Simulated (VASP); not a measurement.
# MgB2 (P6/mmm) in VASP: notebook, part 2 of 2

VASP 6.6.1. Earlier steps stand in the parts before.

## Step 4: Single point, r2SCAN

File POSCAR:

```
MgB2
1.0
    3.0850000000      0.0000000000      0.0000000000
   -1.5425000000      2.6716883707      0.0000000000
    0.0000000000      0.0000000000      3.5230000000
Mg B
1 2
Direct
    0.0000000000      0.0000000000      0.0000000000
    0.6666666667      0.3333333333      0.5000000000
    0.3333333333      0.6666666667      0.5000000000
```

File INCAR.step1:

```
PREC = Accurate
ENCUT = 660
ISMEAR = -1
SIGMA = 0.05
LREAL = False
LASPH = True
NELM = 120
NBANDS = 15
GGA = PE
ALGO = Normal
EDIFF = 1E-5
LWAVE = True
LCHARG = False
GGA_COMPAT = False
```

File INCAR.step2:

```
PREC = Accurate
ENCUT = 660
EDIFF = 1E-6
ISMEAR = -1
SIGMA = 0.05
LREAL = False
LASPH = True
NELM = 120
ALGO = Normal
ISIF = 2
LWAVE = False
LCHARG = False
METAGGA = R2SCAN
LMIXTAU = True
NBANDS = 15
ISTART = 1
GGA_COMPAT = False
```

File KPOINTS:

```
regular mesh
0
Gamma
  10 10 8
```

Potentials or basis: VASP PAW PBE potentials, release 64 (Mg_sv, B).

Launch:

```sh
cat potpaw_PBE.64/Mg_sv/POTCAR potpaw_PBE.64/B/POTCAR > POTCAR
cp INCAR.step1 INCAR
mpirun -np 1 vasp_std > vasp.out
cp INCAR.step2 INCAR
mpirun -np 1 vasp_std > vasp.out
```

It took 65 s on 1 thread of Intel Xeon 6975P-C (Granite Rapids), shared host; peak memory 0.19 GiB.

Results (log left out):

```yaml
Free_energy: -19.4348 eV
Pressure: -2.3 GPa
Band_gap_on_the_k_mesh: zero (band 8 reaches 6.29 eV, above the bottom of band 9 at 3.74 eV)
```

Stress tensor (GPa, compression positive):
```
-2.40  0.00  0.00
 0.00 -2.40  0.00
 0.00  0.00 -2.02
```

Levels at points of the mesh, in eV from the Fermi level:
```
           k point  band 5  band 6  band 7  band 8  band 9  band 10  band 11  band 12
(0.00, 0.00, 0.00)  -13.25   -3.16    0.35    0.35    1.95     6.59     6.59     8.42
(0.50, 0.00, 0.00)   -9.21   -8.31   -2.36    0.16    3.25     4.08     5.74     7.89
(0.00, 0.00, 0.50)  -11.96   -7.77    0.74    0.74    6.90     6.90     8.53    10.32
(0.50, 0.00, 0.50)   -8.22   -7.40   -3.78   -2.06   -1.25     5.99     9.50     9.70
```

Caveat: the PAW data sets were made with another functional, which shifts forces and pressure a little.

## Step 5: Single point, r2SCAN

This run uses another cell than the first one, of 9.10 Å³/atom, 0.940 times its volume.

File POSCAR:

```
MgB2
1.0
    3.0220231454      0.0000000000      0.0000000000
   -1.5110115727      2.6171488148      0.0000000000
    0.0000000000      0.0000000000      3.4510818610
Mg B
1 2
Direct
    0.0000000000      0.0000000000      0.0000000000
    0.6666666667      0.3333333333      0.5000000000
    0.3333333333      0.6666666667      0.5000000000
```

File INCAR.step1:

```
SYSTEM = MgB2
PREC = Accurate
ENCUT = 660
ISMEAR = -1
SIGMA = 0.05
LREAL = .FALSE.
LASPH = .TRUE.
NELM = 120
NBANDS = 15
GGA = PE
ALGO = Normal
EDIFF = 1E-5
LWAVE = .TRUE.
LCHARG = .FALSE.
GGA_COMPAT = .FALSE.
```

File INCAR.step2:

```
SYSTEM = MgB2
PREC = Accurate
ENCUT = 660
EDIFF = 1E-6
ISMEAR = -1
SIGMA = 0.05
LREAL = .FALSE.
LASPH = .TRUE.
NELM = 120
ALGO = Normal
ISIF = 2
LWAVE = .FALSE.
LCHARG = .FALSE.
METAGGA = R2SCAN
LMIXTAU = .TRUE.
NBANDS = 15
ISTART = 1
GGA_COMPAT = .FALSE.
```

File KPOINTS:

```
Automatic mesh
0
G
  10 10 8
  0 0 0
```

Potentials or basis: VASP PAW PBE potentials, release 64 (Mg_sv, B).

Launch:

```sh
cat potpaw_PBE.64/Mg_sv/POTCAR potpaw_PBE.64/B/POTCAR > POTCAR
cp INCAR.step1 INCAR
mpirun -np 1 vasp_std > vasp.out
cp INCAR.step2 INCAR
mpirun -np 1 vasp_std > vasp.out
```

OUTCAR:

```text
SYSTEM = MgB2
   PREC = Accurate
   ENCUT = 660
   EDIFF = 1E-6
   ISMEAR = -1
   LREAL = .FALSE.
   LASPH = .TRUE.
   NELM = 120
   ISIF = 2
   METAGGA = R2SCAN
   ISTART = 1

 ion  position               nearest neighbor table
   1  0.000  0.000  0.000-
   2  0.667  0.333  0.500-   3 1.74   3 1.74   3 1.74
   3  0.333  0.667  0.500-   2 1.74   2 1.74   2 1.74

  LATTYP: Found a hexagonal cell.
 ALAT       =     3.0220231454
 C/A-ratio  =     1.1419773096

  Lattice vectors:

 A1 = (   3.0220231454,   0.0000000000,   0.0000000000)
 A2 = (  -1.5110115727,   2.6171488148,   0.0000000000)
 A3 = (   0.0000000000,   0.0000000000,   3.4510818610)

Analysis of symmetry for initial positions (statically):
=====================================================================
 Subroutine PRICEL returns:
 Original cell was already a primitive cell.

 Routine SETGRP: Setting up the symmetry group for a
 hexagonal supercell.

 Subroutine GETGRP returns: Found 24 space group operations
 (whereof 24 operations were pure point group operations)
 out of a pool of 24 trial point group operations.

The static configuration has the point symmetry D_6h.

Analysis of symmetry for dynamics (positions and initial velocities):
=====================================================================
 Subroutine PRICEL returns:
 Original cell was already a primitive cell.

 Routine SETGRP: Setting up the symmetry group for a
 hexagonal supercell.

 Subroutine GETGRP returns: Found 24 space group operations
 (whereof 24 operations were pure point group operations)
 out of a pool of 24 trial point group operations.

The dynamic configuration has the point symmetry D_6h.

 Subroutine INISYM returns: Found 24 space group operations
 (whereof 24 operations are pure point group operations),
 and found     1 'primitive' translations

----------------------------------------------------------------------------------------

                                     Primitive cell
[... 118 lines left out ...]
   METAGGA = R2SCAN    functional components
   LHFCALC =     F    Hartree Fock is set to
   AEXX    =    0.0000 exact exchange contribution
   IVDW    =     0    specifies the selected vdW correction
   LEPSILON=     F    determine dielectric tensor
   LRPA    =     F    only Hartree local field effects (RPA)
 non-spin polarized calculation
  energy-cutoff  :      660.00
  volume of cell :       27.29
 maximum number of plane-waves:      1067
 NGX is ok and might be reduce to    28
   NGX = 13   NGY = 13   NGZ = 15

 number of electron      15.9999989 magnetization

 Free energy of the ion-electron system (eV)
  ---------------------------------------------------
  ext. energy  EPLUGINS =         0.00000000
  ---------------------------------------------------
  free energy    TOTEN  =       -19.39697228 eV

  energy without entropy =      -19.39086380  energy(sigma->0) =      -19.39391804

 E-fermi :   5.5822     XC(G=0): -12.0934

 val. band max:        5.5532316027   @ k =   0.3000   0.2000   0.0000
 cond. band min:       5.5828111709   @ k =   0.1000  -0.0000   0.1250
 fundamental gap:      0.0295795682
 Fermi energy:         5.5821509503

 k-point     1 :       0.0000    0.0000    0.0000
  band No.  band energies     occupation
      1     -72.5704      2.00000
      2     -37.6820      2.00000
      3     -37.6820      2.00000
      4     -37.6694      2.00000
      5      -8.0584      2.00000
      6       2.2850      2.00000
      7       5.9726      0.00081
      8       5.9726      0.00081
      9       7.6856      0.00000
     10      12.4425      0.00000
     11      12.4425      0.00000
     12      14.7057      0.00000
     13      16.9055      0.00000
     14      20.1479      0.00000
[... 401 lines left out ...]
      2     -37.7293      2.00000
      3     -37.6968      2.00000
      4     -37.6626      2.00000
      5      -4.1102      2.00000
      6      -2.1676      2.00000
      7       2.4386      2.00000
      8       4.7832      2.00000
      9       8.0240      0.00000
     10      11.3560      0.00000
     11      12.7973      0.00000
     12      15.2070      0.00000
     13      16.9333      0.00000
     14      20.7749      0.00000
     15      21.6071      0.00000

 [... further k-points ...]
[... 5 lines left out ...]
  --------------------------------------------------------------------------------------
  -------------------------------------------------------------------------------------
  Total        1.6316511      1.6316511      1.0311939      0.0000000     -0.0000000     -0.0000000
  in kB       95.7759391     95.7759391     60.5298313      0.0000000     -0.0000000     -0.0000000
  external PRESSURE =      84.0272365 kB  Pullay stress =       0.0000000 kB

 VOLUME and BASIS-vectors are now :
 -----------------------------------------------------------------------------
  energy-cutoff  :      660.00
  volume of cell :       27.29
      direct lattice vectors                 reciprocal lattice vectors
     3.022023145  0.000000000  0.000000000     0.330904150  0.191047600  0.000000000
    -1.511011573  2.617148815  0.000000000     0.000000000  0.382095200  0.000000000
     0.000000000  0.000000000  3.451081861     0.000000000  0.000000000  0.289764207

 POSITION                                       TOTAL-FORCE (eV/Angst)
 -----------------------------------------------------------------------------------
      0.00000      0.00000      0.00000         0.000000      0.000000      0.000000
      1.51101      0.87238      1.72554        -0.000000      0.000000     -0.000000
     -0.00000      1.74477      1.72554         0.000000     -0.000000      0.000000
 -----------------------------------------------------------------------------------
    total drift:                               -0.000000      0.000000      0.000000

  FREE ENERGIE OF THE ION-ELECTRON SYSTEM (eV)
  ---------------------------------------------------
  free  energy   TOTEN  =       -19.3969722783 eV

  energy  without entropy=      -19.3908638043  energy(sigma->0) =      -19.39391804
```

OSZICAR.step1:

```text
N       E                     dE             d eps       ncg     rms          rms(c)
DAV:   1     0.111631658272E+03    0.11163E+03   -0.10765E+04  2108   0.139E+03
DAV:   2    -0.131827734466E+02   -0.12481E+03   -0.11865E+03  2534   0.348E+02
DAV:   3    -0.170922969815E+02   -0.39095E+01   -0.38552E+01  3024   0.594E+01
DAV:   4    -0.171488066443E+02   -0.56510E-01   -0.56504E-01  2345   0.684E+00
DAV:   5    -0.171500040300E+02   -0.11974E-02   -0.11974E-02  2854   0.833E-01    0.707E+00
DAV:   6    -0.155710526903E+02    0.15790E+01   -0.94295E-01  2555   0.741E+00    0.329E+00
DAV:   7    -0.152834411342E+02    0.28761E+00   -0.57449E-01  2702   0.484E+00    0.828E-01
DAV:   8    -0.152812289021E+02    0.22122E-02   -0.62170E-02  2429   0.227E+00    0.410E-01
DAV:   9    -0.152778644744E+02    0.33644E-02   -0.32442E-03  2534   0.510E-01    0.607E-02
DAV:  10    -0.152777651399E+02    0.99335E-04   -0.79106E-04  2716   0.252E-01    0.437E-02
DAV:  11    -0.152777742532E+02   -0.91133E-05   -0.49192E-05  2464   0.665E-02
   1 F= -.15277774E+02 E0= -.15274522E+02  d E =-.650373E-02
```

It took 3 min on 1 thread of AMD EPYC 7R43 (Zen 3), shared host; peak memory 0.15 GiB.

Results:

```yaml
Free_energy: -19.3970 eV
Pressure: 8.4 GPa
Band_gap_on_the_k_mesh: zero (band 8 reaches 6.73 eV, above the bottom of band 9 at 4.09 eV)
```

Levels at points of the mesh, in eV from the Fermi level:
```tsv
k point	band 4	band 5	band 6	band 7	band 8	band 9	band 10	band 11	band 12	band 13
(0.00, 0.00, 0.00)	-43.25	-13.64	-3.30	0.39	0.39	2.10	6.86	6.86	9.12	11.32
(0.50, 0.00, 0.00)	-43.24	-9.41	-8.59	-2.44	0.13	3.40	4.24	6.06	8.51	14.24
(0.00, 0.00, 0.50)	-43.26	-12.26	-8.08	0.82	0.82	7.14	7.14	8.92	11.30	11.46
(0.50, 0.00, 0.50)	-43.25	-8.36	-7.62	-3.94	-2.14	-1.30	6.42	9.91	10.28	14.88
```

Caveat: the PAW data sets were made with another functional, which shifts forces and pressure a little.

## Step 6: Overview

| task | level | potentials or basis | cell | cutoff (eV) | second run | gap on the mesh (eV) | pressure (GPa) | relaxed volume (Å³/atom) |
| --- | --- | --- | --- | --- | --- | --- | --- | --- |
| relaxation of cell and atoms | PBE+D3(BJ) | VASP PAW PBE potentials, release 64 (Mg, B) | relaxed from a = 3.085, b = 3.085, c = 3.523 Å, angles 90.0, 90.0, 120.0°, 3 atoms | 600 | - | none | 0.0 | 9.27 |
| relaxation of cell and atoms | PBE+D4 | VASP PAW PBE potentials, release 64 (Mg, B) | relaxed from a = 3.085, b = 3.085, c = 3.523 Å, angles 90.0, 90.0, 120.0°, 3 atoms | 600 | - | none | 0.0 | 9.32 |
| single point | r2SCAN | VASP PAW PBE potentials, release 64 (Mg_sv, B) | a = 3.085, b = 3.085, c = 3.523 Å, angles 90.0, 90.0, 120.0°, 3 atoms | 660 | valence_matched | none | -2.3 | - |
| single point | r2SCAN | VASP PAW PBE potentials, release 64 (Mg_sv, B) | a = 3.022, b = 3.022, c = 3.451 Å, angles 90.0, 90.0, 120.0°, 3 atoms | 660 | valence_matched | none | 8.4 | - |

Alike in all rows: no spin polarisation; k mesh 10 × 10 × 8; smearing fermi-dirac 0.05 eV.

Caveats: pairwise dispersion overbinds metals, which lowers pressure and volume (some runs); the PAW data sets were made with another functional, which shifts forces and pressure a little (some runs).

Total energies depend on the potentials used, so only differences within one code and one set of settings carry meaning.
